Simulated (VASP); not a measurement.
CaF3, 4 atoms in the cell. Symmetry: I4/mmm, No. 139, tetragonal system. The conventional cell has a = 3.799 Å, b = 3.799 Å, c = 6.445 Å, α = 90.00°, β = 90.00°, γ = 90.00°. Within 3.3 Å of Ca (site symmetry 4/mmm) lie 14 F at 2.49 to 3.22 Å. Within 3.3 Å of F (site symmetry -4m2) lie 4 Ca at 2.49 Å and 10 F at 2.49 to 3.22 Å. F (site symmetry 4/mmm) has 8 F at 2.49 Å and 6 Ca at 2.69 to 3.22 Å within 3.3 Å. 

```yaml
Program: VASP 6.6.1
Task: single point
Functional: LDA
Potentials_or_basis: VASP PAW LDA potentials, release 64 (Ca_sv, F)
Cutoff: 520 eV
k_mesh: 9 × 9 × 9
Occupations: fermi-dirac, width 0.1 eV
Spin: no spin polarisation
Dipole_correction: no
Further_INCAR_settings: ALGO = Normal; EDIFF = 1e-07; NBANDS = 24
```

Potentials or basis: VASP PAW LDA potentials, release 64 (Ca_sv, F).

The run is started by

```bash
$ cat potpaw_LDA.64/Ca_sv/POTCAR potpaw_LDA.64/F/POTCAR > POTCAR
$ mpirun -np 1 vasp_std > vasp.out
```

Hardware: 1 thread of Intel(R) Xeon(R) 6975P-C (Granite Rapids) (shared host).

Problem. Estimate the wall time of this run.

Solution. Wall time 54 s on 1 thread of Intel(R) Xeon(R) 6975P-C (Granite Rapids), on a shared host, peak memory 0.2 GiB. Counts: scf iterations 16, k points 75.
